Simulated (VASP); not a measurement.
Wanted: the native input for a VASP 6.6.1 run.

```yaml
Task: single point
Functional: PBE
Potentials_or_basis: VASP PAW PBE potentials, release 64 (Al)
Cutoff: 520 eV
k_mesh: 13 × 13 × 13
Occupations: fermi-dirac, width 0.1 eV
Spin: no spin polarisation
Dipole_correction: no
Further_INCAR_settings: ALGO = Fast; EDIFF = 1e-07; NBANDS = 8
```

The structure of Al lies in POSCAR:

```
Al
1.0
    2.7231350000      0.0226620000      0.0219930000
    0.0226620000      2.7568820000      0.0478290000
    0.0219930000      0.0478290000      2.6869140000
Al
1
Direct
    0.0101730000     -0.0201310000      0.0035330000
```

One way to write it, as run:

INCAR

```
SYSTEM = Al
PREC = Accurate ; ENCUT = 520
EDIFF = 1E-7 ; ISMEAR = -1
SIGMA = 0.1 ; LREAL = .FALSE.
LASPH = .TRUE. ; NELM = 80
ALGO = Fast ; ISIF = 2
LWAVE = .FALSE. ; LCHARG = .FALSE.
GGA = PE ; NBANDS = 8
```

KPOINTS

```
Automatic mesh
0
G
  13 13 13
  0 0 0
```

Potentials or basis: VASP PAW PBE potentials, release 64 (Al).

The run is started by

```sh
$ cat potpaw_PBE.64/Al/POTCAR > POTCAR
$ mpirun -np 1 vasp_std > vasp.out
```

It gave:

```
Pressure               : 0.0 GPa
Band gap on the k mesh : zero (an odd number of electrons rules out a gap without spin polarisation)
```

Run time: 2.7 min on 1 thread of Intel Xeon 8259CL, with other jobs on the host, peak memory 0.25 GiB.
